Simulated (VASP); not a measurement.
# SiGe (P6_3mc) in VASP: a series of runs

The runs below take SiGe through single point, relaxation of cell and atoms, with LDA.

Program: VASP 6.6.1. These are calculated values, not measurements. Logs are shortened: lines on timing, memory, paths and dates and some standing lists are left out, and cuts for length are marked.

## Step 1: The cell of the first run

The structure is hexagonal, space group P6_3mc (No. 186). Conventional cell: a = 3.674 Å, b = 3.674 Å, c = 6.096 Å, α = 90.00°, β = 90.00°, γ = 120.00°. Si (site symmetry 3m) has 4 Ge at 2.26 to 2.27 Å within 3.0 Å. Ge (site symmetry 3m) has 4 Si at 2.26 to 2.27 Å within 3.0 Å.

## Step 2: Single point, LDA

The input, INCAR:

```
SYSTEM = SiGe
ALGO = Normal
EDIFF = 1E-6
ENCUT = 520
ISIF = 2
ISMEAR = 0
LASPH = .TRUE.
LCHARG = .FALSE.
LREAL = .FALSE.
LWAVE = .FALSE.
NBANDS = 26
NELM = 60
PREC = Accurate
SIGMA = 0.01
```

The input, KPOINTS:

```
k-points
0
G
  12 12 6
  0 0 0
```

The input, POSCAR:

```
SiGe
1.0
    3.6739854335      0.0000000000      0.0000000000
   -1.8369927167      3.1817647186      0.0000000000
    0.0000000000      0.0000000000      6.0964110823
Si Ge
2 2
Direct
    0.6666666667      0.3333333333      0.8737488417
    0.3333333333      0.6666666667      0.3737488417
    0.6666666667      0.3333333333      0.5012501583
    0.3333333333      0.6666666667      0.0012501583
```

Potentials or basis: VASP PAW LDA potentials, release 64 (Si, Ge_d).

Run with:

```
$ cat potpaw_LDA.64/Si/POTCAR potpaw_LDA.64/Ge_d/POTCAR > POTCAR
$ mpirun -np 1 vasp_std > vasp.out
```

OUTCAR:

```text
SYSTEM = SiGe
   EDIFF = 1E-6
   ENCUT = 520
   ISIF = 2
   ISMEAR = 0
   LASPH = .TRUE.
   LREAL = .FALSE.
   NELM = 60
   PREC = Accurate

 ion  position               nearest neighbor table
   1  0.667  0.333  0.874-   4 2.26   4 2.26   4 2.26   3 2.27
   2  0.333  0.667  0.374-   3 2.26   3 2.26   3 2.26   4 2.27
   3  0.667  0.333  0.501-   2 2.26   2 2.26   2 2.26   1 2.27
   4  0.333  0.667  0.001-   1 2.26   1 2.26   1 2.26   2 2.27

  LATTYP: Found a hexagonal cell.
 ALAT       =     3.6739854335
 C/A-ratio  =     1.6593454690

  Lattice vectors:

 A1 = (   3.6739854335,   0.0000000000,   0.0000000000)
 A2 = (  -1.8369927167,   3.1817647186,   0.0000000000)
 A3 = (   0.0000000000,   0.0000000000,   6.0964110823)

Analysis of symmetry for initial positions (statically):
=====================================================================
 Subroutine PRICEL returns:
 Original cell was already a primitive cell.

 Routine SETGRP: Setting up the symmetry group for a
 hexagonal supercell.

 Subroutine GETGRP returns: Found 12 space group operations
 (whereof  6 operations were pure point group operations)
 out of a pool of 24 trial point group operations.

The static configuration has the point symmetry C_3v.
 The point group associated with its full space group is C_6v.

Analysis of symmetry for dynamics (positions and initial velocities):
=====================================================================
 Subroutine PRICEL returns:
 Original cell was already a primitive cell.

 Routine SETGRP: Setting up the symmetry group for a
 hexagonal supercell.

 Subroutine GETGRP returns: Found 12 space group operations
 (whereof  6 operations were pure point group operations)
 out of a pool of 24 trial point group operations.

The dynamic configuration has the point symmetry C_3v.
 The point group associated with its full space group is C_6v.

 Subroutine INISYM returns: Found 12 space group operations
 (whereof  6 operations are pure point group operations),
 and found     1 'primitive' translations

----------------------------------------------------------------------------------------

                                     Primitive cell

  volume of cell :      71.2656

  direct lattice vectors                    reciprocal lattice vectors
     3.673985433  0.000000000  0.000000000     0.272183986  0.157145498  0.000000000
    -1.836992717  3.181764719  0.000000000     0.000000000  0.314290995  0.000000000
     0.000000000  0.000000000  6.096411082     0.000000000  0.000000000  0.164030933

  length of vectors
     3.673985433  3.673985434  6.096411082     0.314290995  0.314290995  0.164030933

  position of ions in fractional coordinates (direct lattice)
     0.666666667  0.333333333  0.873748842
     0.333333333  0.666666667  0.373748842
     0.666666667  0.333333333  0.501250158
     0.333333333  0.666666667  0.001250158

  ion indices of the primitive-cell ions
   primitive index   ion index
                 1           1
                 2           2
                 3           3
                 4           4

----------------------------------------------------------------------------------------

 KPOINTS: k-points

Automatic generation of k-mesh.
 Grid dimensions read from file:
 generate k-points for:   12   12    6

 Generating k-lattice:

  Cartesian coordinates                     Fractional coordinates (reciprocal lattice)
     0.022681999  0.013095458  0.000000000     0.083333333  0.000000000  0.000000000
     0.000000000  0.026190916  0.000000000     0.000000000  0.083333333  0.000000000
     0.000000000  0.000000000  0.027338489     0.000000000  0.000000000  0.166666667

  Length of vectors
     0.026190916  0.026190916  0.027338489

  Shift w.r.t. Gamma in fractional coordinates (k-lattice)
     0.000000000  0.000000000  0.000000000

 Subroutine IBZKPT returns following result:
 ===========================================

 Found     76 irreducible k-points:

 Following reciprocal coordinates:
            Coordinates               Weight
  0.000000  0.000000  0.000000      1.000000
  0.083333  0.000000  0.000000      6.000000
  0.166667 -0.000000  0.000000      6.000000
  0.250000 -0.000000  0.000000      6.000000
  0.333333 -0.000000  0.000000      6.000000
  0.416667 -0.000000  0.000000      6.000000
[... 16 lines left out ...]
  0.250000 -0.000000  0.166667     12.000000
  0.333333 -0.000000  0.166667     12.000000
 [... further k-points ...]
   k-points           NKPTS =     76   k-points in BZ     NKDIM =     76   number of bands    NBANDS=     26
   number of dos      NEDOS =    301   number of ions     NIONS =      4
   total plane-waves  NPLWV =  37632
   dimension x,y,z NGX =    28 NGY =   28 NGZ =   48
   dimension x,y,z NGXF=    56 NGYF=   56 NGZF=   96
   ions per type =               2   2
   NGX,Y,Z   is equivalent  to a cutoff of  12.67, 12.67, 13.09 a.u.
   NGXF,Y,Z  is equivalent  to a cutoff of  25.34, 25.34, 26.18 a.u.
 SYSTEM =  SiGe
   PREC   = accura    normal or accurate (medium, high low for compatibility)
   ISTART =      0    job   : 0-new  1-cont  2-samecut
   ICHARG =      2    charge: 1-file 2-atom 10-const
   ISPIN  =      1    spin polarized calculation?
   LNONCOLLINEAR =      F non collinear calculations
   LSORBIT =      F    spin-orbit coupling
   LASPH  =      T    aspherical Exc in radial PAW
   ENCUT  =  520.0 eV  38.22 Ry    6.18 a.u.   6.83  6.83 11.34*2*pi/ulx,y,z
   NELM   =     60;   NELMIN=  2; NELMDL= -5     # of ELM steps
   EDIFF  = 0.1E-05   stopping-criterion for ELM
   LREAL  =      F    real-space projection
   EDIFFG = 0.1E-04   stopping-criterion for IOM
   NSW    =      0    number of steps for IOM
   IBRION =     -1    ionic relax: 0-MD 1-quasi-New 2-CG
   NFREE  =      0    steps in history (QN), initial steepest desc. (CG)
   ISIF   =      2    stress and relaxation
   ISYM   =      2    0-nonsym 1-usesym 2-fastsym
   POTIM  = 0.5000    time-step for ionic-motion
   TEBEG  =    0.0;   TEEND  =   0.0 temperature during run
   PSTRESS=    0.0 pullay stress
   NELECT =      36.0000    total number of electrons
   NUPDOWN=      -1.0000    fix difference up-down
   EMIN   =  10.00;   EMAX   =-10.00  energy-range for DOS
   EFERMI =   0.00;   METHOD = LEGACY
   ISMEAR =     0;   SIGMA  =   0.01  broadening in eV -4-tet -1-fermi 0-gaus
   EFERMI_NEDOS =   21; number of points for ismear=-14 and -15
   IALGO  =     38    algorithm
   IMIX   =      4    mixing-type and parameters
     AMIX     =   0.40;   BMIX     =  1.00
     AMIX_MAG =   1.60;   BMIX_MAG =  1.00
  volume/ion in A,a.u.               =      17.82       120.23
  Fermi-wavevector in a.u.,A,eV,Ry     =   1.303814  2.463852 23.128977  1.699932
  Thomas-Fermi vector in A             =   2.434791
   LORBIT       =      0    0 simple, 1 ext, 2 COOP (PROOUT), +10 PAW based schemes
   GGA     = CA    functional components
   LHFCALC =     F    Hartree Fock is set to
   AEXX    =    0.0000 exact exchange contribution
   IVDW    =     0    specifies the selected vdW correction
   LEPSILON=     F    determine dielectric tensor
   LRPA    =     F    only Hartree local field effects (RPA)
 non-spin polarized calculation
 Gauss-broadening in eV      SIGMA  =   0.01
  energy-cutoff  :      520.00
  volume of cell :       71.27
 maximum number of plane-waves:      1941
 NGX is ok and might be reduce to    28
   NGX = 13   NGY = 13   NGZ = 23

 number of electron      35.9999991 magnetization

 Free energy of the ion-electron system (eV)
  ---------------------------------------------------
  ext. energy  EPLUGINS =         0.00000000
  ---------------------------------------------------
  free energy    TOTEN  =       -21.63400256 eV

  energy without entropy =      -21.63399921  energy(sigma->0) =      -21.63400089

 E-fermi :   7.4996     XC(G=0): -10.7595

 val. band max:        7.4851236806   @ k =   0.0000   0.0000   0.0000
 cond. band min:       7.5151567066   @ k =   0.5000  -0.0000   0.0000
 fundamental gap:      0.0300330260
 Fermi energy:         7.4995628969

 k-point     1 :       0.0000    0.0000    0.0000
  band No.  band energies     occupation
      1     -17.5053      2.00000
      2     -17.5052      2.00000
      3     -17.4993      2.00000
      4     -17.4993      2.00000
      5     -17.4942      2.00000
      6     -17.4942      2.00000
[... 18 lines left out ...]
     25      11.9623      0.00000
     26      13.9939      0.00000

 k-point     2 :       0.0833    0.0000    0.0000
  band No.  band energies     occupation
      1     -17.5054      2.00000
      2     -17.5045      2.00000
      3     -17.4996      2.00000
      4     -17.4985      2.00000
      5     -17.4938      2.00000
      6     -17.4933      2.00000
[... 18 lines left out ...]
     25      12.3372      0.00000
     26      13.2768      0.00000

 k-point     3 :       0.1667   -0.0000    0.0000
  band No.  band energies     occupation
      1     -17.5064      2.00000
      2     -17.5027      2.00000
      3     -17.5001      2.00000
      4     -17.4966      2.00000
      5     -17.4922      2.00000
      6     -17.4908      2.00000
[... 18 lines left out ...]
     25      13.2906      0.00000
     26      13.7248      0.00000

 k-point     4 :       0.2500   -0.0000    0.0000
  band No.  band energies     occupation
      1     -17.5084      2.00000
      2     -17.5018      2.00000
      3     -17.4994      2.00000
      4     -17.4943      2.00000
      5     -17.4894      2.00000
      6     -17.4875      2.00000
[... 18 lines left out ...]
     25      14.1050      0.00000
     26      14.2845      0.00000

 k-point     5 :       0.3333   -0.0000    0.0000
  band No.  band energies     occupation
      1     -17.5106      2.00000
      2     -17.5030      2.00000
      3     -17.4969      2.00000
      4     -17.4925      2.00000
      5     -17.4863      2.00000
      6     -17.4845      2.00000
[... 18 lines left out ...]
     25      14.7074      0.00000
     26      15.3134      0.00000

 k-point     6 :       0.4167   -0.0000    0.0000
  band No.  band energies     occupation
      1     -17.5123      2.00000
      2     -17.5041      2.00000
      3     -17.4950      2.00000
      4     -17.4914      2.00000
      5     -17.4841      2.00000
      6     -17.4824      2.00000
[... 427 lines left out ...]
 k-point    21 :       0.0833    0.0000    0.1667
  band No.  band energies     occupation
      1     -17.5054      2.00000
      2     -17.5046      2.00000
      3     -17.4991      2.00000
      4     -17.4982      2.00000
      5     -17.4942      2.00000
      6     -17.4937      2.00000
[... 18 lines left out ...]
     25      12.1890      0.00000
     26      13.7068      0.00000

 k-point    22 :       0.1667   -0.0000    0.1667
  band No.  band energies     occupation
      1     -17.5063      2.00000
      2     -17.5035      2.00000
      3     -17.4990      2.00000
      4     -17.4962      2.00000
      5     -17.4926      2.00000
      6     -17.4912      2.00000
[... 18 lines left out ...]
     25      13.0356      0.00000
     26      13.5979      0.00000

 k-point    23 :       0.2500   -0.0000    0.1667
  band No.  band energies     occupation
      1     -17.5083      2.00000
      2     -17.5034      2.00000
      3     -17.4976      2.00000
      4     -17.4938      2.00000
      5     -17.4899      2.00000
      6     -17.4880      2.00000
[... 18 lines left out ...]
     25      14.1787      0.00000
     26      14.4235      0.00000

 k-point    24 :       0.3333   -0.0000    0.1667
  band No.  band energies     occupation
      1     -17.5104      2.00000
      2     -17.5044      2.00000
      3     -17.4954      2.00000
      4     -17.4919      2.00000
      5     -17.4870      2.00000
      6     -17.4849      2.00000
[... 18 lines left out ...]
     25      15.1848      0.00000
     26      15.3731      0.00000

 [... further k-points ...]
[... 5 lines left out ...]
  --------------------------------------------------------------------------------------
  -------------------------------------------------------------------------------------
  Total        8.0716737      8.0716737      8.0727344      0.0000000      0.0000000      0.0000000
  in kB      181.4656562    181.4656562    181.4895033      0.0000000      0.0000000      0.0000000
  external PRESSURE =     181.4736052 kB  Pullay stress =       0.0000000 kB

 VOLUME and BASIS-vectors are now :
 -----------------------------------------------------------------------------
  energy-cutoff  :      520.00
  volume of cell :       71.27
      direct lattice vectors                 reciprocal lattice vectors
     3.673985433  0.000000000  0.000000000     0.272183986  0.157145498  0.000000000
    -1.836992717  3.181764719  0.000000000     0.000000000  0.314290995  0.000000000
     0.000000000  0.000000000  6.096411082     0.000000000  0.000000000  0.164030933

 POSITION                                       TOTAL-FORCE (eV/Angst)
 -----------------------------------------------------------------------------------
      1.83699      1.06059      5.32673         0.000000     -0.000000     -0.001144
     -0.00000      2.12118      2.27853         0.000000      0.000000     -0.001144
      1.83699      1.06059      3.05583        -0.000000      0.000000      0.001144
     -0.00000      2.12118      0.00762         0.000000      0.000000      0.001144
 -----------------------------------------------------------------------------------
    total drift:                                0.000000      0.000001      0.000973

  FREE ENERGIE OF THE ION-ELECTRON SYSTEM (eV)
  ---------------------------------------------------
  free  energy   TOTEN  =       -21.6340025585 eV

  energy  without entropy=      -21.6339992131  energy(sigma->0) =      -21.63400089
```

It took 80 s on 1 thread of Intel Xeon Platinum 8259CL at 2.50GHz (Skylake/Cascade Lake), shared host; peak memory 0.24 GiB.

Results:

- Free energy: -21.6340 eV
- Pressure: 18.1 GPa
- Band gap on the k mesh: 0.03 eV, indirect (least direct gap 0.92 eV)

## Step 3: Single point, LDA

This run uses another cell than the first one, of 20.73 Å³/atom, 1.164 times its volume.

The input, INCAR:

```
PREC = Accurate ; ENCUT = 520
EDIFF = 1E-6 ; ISMEAR = 0
SIGMA = 0.02 ; LREAL = F
LASPH = T ; NELM = 100
ALGO = Normal ; ISIF = 2
LWAVE = F ; LCHARG = F
GGA = CA ; NBANDS = 26
```

The input, KPOINTS:

```
Automatic mesh
0
Gamma
  12 12 6
```

The input, POSCAR:

```
SiGe
1.0
    3.8697870145      0.0000000000      0.0000000000
   -1.9348935072      3.3513338617      0.0000000000
    0.0000000000      0.0000000000      6.3951870217
Si Ge
2 2
Direct
    0.6666666667      0.3333333333      0.8745043046
    0.3333333333      0.6666666667      0.3745043046
    0.6666666667      0.3333333333      0.5004946954
    0.3333333333      0.6666666667      0.0004946954
```

Potentials or basis: VASP PAW LDA potentials, release 64 (Si, Ge_d).

Run with:

```
$ cat potpaw_LDA.64/Si/POTCAR potpaw_LDA.64/Ge_d/POTCAR > POTCAR
$ mpirun -np 1 vasp_std > vasp.out
```

It took 99 s on 1 thread of Intel Xeon Platinum 8259CL at 2.50GHz (Skylake/Cascade Lake), shared host; peak memory 0.26 GiB.

Results (log left out):

```yaml
Free_energy: -22.2189 eV
Pressure: 0.1 GPa
Band_gap_on_the_k_mesh: 0.32 eV, indirect (least direct gap 0.44 eV)
```

Levels at points of the mesh, in eV from the valence-band top:
```
           k point  band 16  band 17  band 18  band 19  band 20  band 21
(0.00, 0.00, 0.00)    -0.33     0.00     0.00     0.44     1.58     2.03
(0.50, 0.00, 0.00)    -3.24    -3.11    -1.56     0.32     2.00     3.18
(0.00, 0.00, 0.50)    -0.99    -0.99    -0.99     1.25     1.25     3.09
(0.50, 0.00, 0.50)    -2.66    -2.57    -2.57     0.61     0.61     1.76
```

A k mesh can miss the band edges.

(Part 1 of 2 ends here.)
